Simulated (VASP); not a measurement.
ZnSe, 2 atoms in the cell. It takes space group I-4m2 (No. 119, tetragonal). The conventional cell has a = 4.103 Å, b = 4.103 Å, c = 5.144 Å, α = 90.00°, β = 90.00°, γ = 90.00°. Within 3.2 Å of Zn (site symmetry -4m2) lie 4 Se at 2.42 Å. Within 3.2 Å of Se (site symmetry -4m2) lie 4 Zn at 2.42 Å.  This cell differs from its parent crystal: volume 21.654 Å^3 an atom, c/a of the conventional cell 0.8864.

| Quantity | Value |
| --- | --- |
| Program | VASP 6.6.1 |
| Task | single point |
| Functional | PBE |
| Potentials or basis | VASP PAW PBE potentials, release 64 (Zn, Se) |
| Cutoff | 520 eV |
| k mesh | 10 × 10 × 10 |
| Occupations | gaussian, width 0.05 eV |
| Spin | no spin polarisation |
| Dipole correction | no |
| Further INCAR settings | ALGO = Normal; EDIFF = 1e-06; NBANDS = 16 |

Potentials or basis: VASP PAW PBE potentials, release 64 (Zn, Se).

The run is started by

```sh
$ cat potpaw_PBE.64/Zn/POTCAR potpaw_PBE.64/Se/POTCAR > POTCAR
$ mpirun -np 1 vasp_std > vasp.out
```

Hardware: 1 thread of AMD EPYC 9R45 96-Core Processor (Zen 5) (shared host).

Problem. Estimate the wall time of this run.

Solution. Wall time 41 s on 1 thread of AMD EPYC 9R45 96-Core Processor (Zen 5) (shared host), peak memory 0.19 GiB. Counts: scf iterations 12, k points 102.
